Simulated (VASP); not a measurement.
# MgS (Niningerite) (Fm-3m) in VASP: notebook, part 2 of 2

VASP 6.6.1.

## 5. Single point, r2SCAN

This run uses another cell than the first one, of 17.26 Å³/atom, 0.925 times its volume.

Contents of POSCAR:

```
MgS
1.0
    0.0000000000      2.5841887356      2.5841887356
    2.5841887356      0.0000000000      2.5841887356
    2.5841887356      2.5841887356      0.0000000000
S Mg
1 1
Direct
    0.5000000000      0.5000000000      0.5000000000
    0.0000000000      0.0000000000      0.0000000000
```

Contents of INCAR.step1:

```
PREC     = Accurate       # precision mode
ENCUT    = 520            # plane-wave cutoff, eV
ISMEAR   = -1             # smearing method
SIGMA    = 0.05           # smearing width, eV
LREAL    = F              # projectors in reciprocal space
LASPH    = T              # aspherical terms in the spheres
NELM     = 60             # most SCF steps
NBANDS   = 11             # bands
GGA      = PE             # functional
ALGO     = Normal         # electronic algorithm
EDIFF    = 1E-4           # SCF threshold, eV
LWAVE    = T              # write WAVECAR
LCHARG   = F              # write CHGCAR
```

Contents of INCAR.step2:

```
PREC     = Accurate       # precision mode
ENCUT    = 520            # plane-wave cutoff, eV
EDIFF    = 1E-6           # SCF threshold, eV
ISMEAR   = -1             # smearing method
SIGMA    = 0.05           # smearing width, eV
LREAL    = F              # projectors in reciprocal space
LASPH    = T              # aspherical terms in the spheres
NELM     = 60             # most SCF steps
ALGO     = Normal         # electronic algorithm
ISIF     = 2              # what is computed and relaxed
LWAVE    = F              # write WAVECAR
LCHARG   = F              # write CHGCAR
METAGGA  = R2SCAN         # meta-GGA
LMIXTAU  = T            
NBANDS   = 11             # bands
ISTART   = 1
```

Contents of KPOINTS:

```
Automatic mesh
0
Gamma
  9 9 9
```

Potentials or basis: VASP PAW PBE potentials, release 64 (S, Mg).

Command:

```bash
cat potpaw_PBE.64/S/POTCAR potpaw_PBE.64/Mg/POTCAR > POTCAR
cp INCAR.step1 INCAR
mpirun -np 1 vasp_std > vasp.out
cp INCAR.step2 INCAR
mpirun -np 1 vasp_std > vasp.out
```

OUTCAR:

```text
PREC = Accurate
   ENCUT = 520
   EDIFF = 1E-6
   ISMEAR = -1
   LREAL = F
   LASPH = T
   NELM = 60
   ISIF = 2
   METAGGA = R2SCAN
   ISTART = 1

 ion  position               nearest neighbor table
   1  0.500  0.500  0.500-   2 2.58   2 2.58   2 2.58   2 2.58   2 2.58   2 2.58
   2  0.000  0.000  0.000-   1 2.58   1 2.58   1 2.58   1 2.58   1 2.58   1 2.58

  LATTYP: Found a face centered cubic cell.
 ALAT       =     5.1683774712

  Lattice vectors:

 A1 = (   0.0000000000,   2.5841887356,   2.5841887356)
 A2 = (   2.5841887356,   0.0000000000,   2.5841887356)
 A3 = (   2.5841887356,   2.5841887356,   0.0000000000)

Analysis of symmetry for initial positions (statically):
[... 33 lines left out ...]
                                     Primitive cell

  volume of cell :      34.5146

  direct lattice vectors                    reciprocal lattice vectors
     0.000000000  2.584188736  2.584188736    -0.193484320  0.193484320  0.193484320
     2.584188736  0.000000000  2.584188736     0.193484320 -0.193484320  0.193484320
     2.584188736  2.584188736  0.000000000     0.193484320  0.193484320 -0.193484320

  length of vectors
     3.654594758  3.654594758  3.654594758     0.335124673  0.335124673  0.335124673

  position of ions in fractional coordinates (direct lattice)
[... 8 lines left out ...]
----------------------------------------------------------------------------------------

 KPOINTS: Automatic mesh

Automatic generation of k-mesh.
 Grid dimensions read from file:
 generate k-points for:    9    9    9

 Generating k-lattice:

  Cartesian coordinates                     Fractional coordinates (reciprocal lattice)
    -0.021498258  0.021498258  0.021498258     0.111111111  0.000000000  0.000000000
     0.021498258 -0.021498258  0.021498258     0.000000000  0.111111111  0.000000000
     0.021498258  0.021498258 -0.021498258     0.000000000  0.000000000  0.111111111

  Length of vectors
     0.037236075  0.037236075  0.037236075

  Shift w.r.t. Gamma in fractional coordinates (k-lattice)
[... 70 lines left out ...]
   IMIX   =      4    mixing-type and parameters
     AMIX     =   0.40;   BMIX     =  1.00
     AMIX_MAG =   1.60;   BMIX_MAG =  1.00
  volume/ion in A,a.u.               =      17.26       116.46
  Fermi-wavevector in a.u.,A,eV,Ry     =   1.005628  1.900361 13.759398  1.011287
  Thomas-Fermi vector in A             =   2.138319
   LORBIT       =      0    0 simple, 1 ext, 2 COOP (PROOUT), +10 PAW based schemes
   METAGGA = R2SCAN    functional components
   LHFCALC =     F    Hartree Fock is set to
   AEXX    =    0.0000 exact exchange contribution
   IVDW    =     0    specifies the selected vdW correction
   LEPSILON=     F    determine dielectric tensor
   LRPA    =     F    only Hartree local field effects (RPA)
 non-spin polarized calculation
  energy-cutoff  :      520.00
  volume of cell :       34.51
 maximum number of plane-waves:       944
   NGX = 13   NGY = 13   NGZ = 13

 number of electron       7.9999999 magnetization

 Free energy of the ion-electron system (eV)
  ---------------------------------------------------
  ext. energy  EPLUGINS =         0.00000000
  ---------------------------------------------------
  free energy    TOTEN  =       -15.50898019 eV

  energy without entropy =      -15.50898019  energy(sigma->0) =      -15.50898019

 E-fermi :   4.7283     XC(G=0): -10.1797

 val. band max:        3.6744522003   @ k =   0.0000   0.0000   0.0000
 cond. band min:       7.2836843618   @ k =   0.4444   0.4444   0.0000
 fundamental gap:      3.6092321615
 Fermi energy:         4.7282611342

 k-point     1 :       0.0000    0.0000    0.0000
  band No.  band energies     occupation
      1      -9.6281      2.00000
      2       3.6745      2.00000
      3       3.6745      2.00000
      4       3.6745      2.00000
      5       8.4620      0.00000
      6      12.1908      0.00000
      7      12.1908      0.00000
      8      12.1908      0.00000
      9      14.6392      0.00000
     10      14.6392      0.00000
     11      17.2744      0.00000
[... 309 lines left out ...]
 k-point    24 :       0.4444    0.4444    0.0000
  band No.  band energies     occupation
      1      -7.9121      2.00000
      2      -0.6002      2.00000
      3       1.9398      2.00000
      4       1.9398      2.00000
      5       7.2837      0.00000
      6       8.6025      0.00000
      7      16.6384      0.00000
      8      17.1013      0.00000
      9      17.9262      0.00000
     10      17.9262      0.00000
     11      20.9248      0.00000

 [... further k-points ...]
[... 5 lines left out ...]
  --------------------------------------------------------------------------------------
  -------------------------------------------------------------------------------------
  Total        0.2556688      0.2556688      0.2556688      0.0000000      0.0000000      0.0000000
  in kB       11.8682213     11.8682213     11.8682213      0.0000000      0.0000000      0.0000000
  external PRESSURE =      11.8682213 kB  Pullay stress =       0.0000000 kB

 VOLUME and BASIS-vectors are now :
 -----------------------------------------------------------------------------
  energy-cutoff  :      520.00
  volume of cell :       34.51
      direct lattice vectors                 reciprocal lattice vectors
     0.000000000  2.584188736  2.584188736    -0.193484320  0.193484320  0.193484320
     2.584188736  0.000000000  2.584188736     0.193484320 -0.193484320  0.193484320
     2.584188736  2.584188736  0.000000000     0.193484320  0.193484320 -0.193484320

 POSITION                                       TOTAL-FORCE (eV/Angst)
 -----------------------------------------------------------------------------------
      2.58419      2.58419      2.58419         0.000000      0.000000      0.000000
      0.00000      0.00000      0.00000        -0.000000     -0.000000     -0.000000
 -----------------------------------------------------------------------------------
    total drift:                                0.000000      0.000000      0.000000

  FREE ENERGIE OF THE ION-ELECTRON SYSTEM (eV)
  ---------------------------------------------------
  free  energy   TOTEN  =       -15.5089801930 eV

  energy  without entropy=      -15.5089801929  energy(sigma->0) =      -15.50898019
```

OUTCAR.step1:

```text
PREC = Accurate
   ENCUT = 520
   ISMEAR = -1
   LREAL = F
   LASPH = T
   NELM = 60
[... 554 lines left out ...]
 -----------------------------------------------------------------------------------
      2.58419      2.58419      2.58419         0.000000      0.000000      0.000000
      0.00000      0.00000      0.00000        -0.000000     -0.000000     -0.000000
 -----------------------------------------------------------------------------------
    total drift:                                0.000000      0.000000      0.000000

  FREE ENERGIE OF THE ION-ELECTRON SYSTEM (eV)
  ---------------------------------------------------
  free  energy   TOTEN  =        -8.4945348710 eV

  energy  without entropy=       -8.4945348710  energy(sigma->0) =       -8.49453487
```

Run time: 47 s. Hardware: 1 thread of Intel Xeon Platinum 8488C (Sapphire Rapids), shared host; peak memory 0.17 GiB.

Results:

```yaml
Free_energy: -15.5090 eV
Pressure: 1.2 GPa
Band_gap_on_the_k_mesh: 3.61 eV, indirect (least direct gap 4.79 eV)
```

Caveat: the PAW data sets were made with another functional, which shifts forces and pressure a little. r2SCAN opens gaps a little over a GGA but as a rule still falls short of measured ones.

## 6. Summary

```tsv
level	cell	gap on the mesh (eV)	pressure (GPa)
PBE	a = 3.751 Å, angles 60.0°, 2 atoms	2.77	-3.2
r2SCAN	a = 3.604 Å, angles 60.0°, 2 atoms	3.70	5.1
r2SCAN	a = 3.630 Å, angles 60.0°, 2 atoms	3.65	3.0
r2SCAN	a = 3.655 Å, angles 60.0°, 2 atoms	3.61	1.2
```

Alike in all rows: task single point; potentials or basis VASP PAW PBE potentials, release 64 (S, Mg); no spin polarisation; k mesh 9 × 9 × 9; cutoff (eV) 520; smearing fermi-dirac 0.05 eV.

Caveats: the PAW data sets were made with another functional, which shifts forces and pressure a little (some runs).

Total energies depend on the potentials used, so only differences within one code and one set of settings carry meaning.
